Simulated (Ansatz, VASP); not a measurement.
Two plane-wave programs on YGeF5

```xyz
7
Lattice="0.0000 3.8522 3.8522 3.8522 0.0000 3.8522 3.8522 3.8522 0.0000" Properties=species:S:1:pos:R:3 pbc="T T T"
Y     5.7783    5.7783    5.7783
Ge    3.8522    3.8522    3.8522
F     0.0000    0.0000    0.0000
F     2.8060    2.8060    2.8060
F     4.8984    4.8984    2.8060
F     4.8984    2.8060    4.8984
F     2.8060    4.8984    4.8984
```

Alike in both runs: functional PBE; k mesh 4 × 4 × 4; occupations gaussian, width 0.1 eV; no spin polarisation.

Ansatz relaxed the structure, and its values are those at the end. VASP's run is a single point on that final structure, the one shown.

|  | VASP | Ansatz |
| --- | --- | --- |
| version | VASP 6.6.1 | Ansatz 0.2.0 |
| potentials or method | VASP PAW PBE potentials, release 64 (Y_sv, Ge_d, F), cutoff 520 eV | scalar-relativistic, plane waves, PAW |
| valence electrons in the cell | 60 | 60 |

|  | VASP | Ansatz | Ansatz less VASP |
| --- | --- | --- | --- |
| gap on the k mesh at the Fermi level (eV) | 0.59 | 0.59 | -0.003 |
| least direct gap on the mesh (eV) | 0.67 | 0.66 | -0.005 |
| pressure (GPa) | 0.1 | 0.1 | -0.04 |
| rms of the force components (eV/Å) | 0.043 | 0.001 | -0.0416 |

With one functional, cell and mesh, what is left measures potentials, basis and numerics.
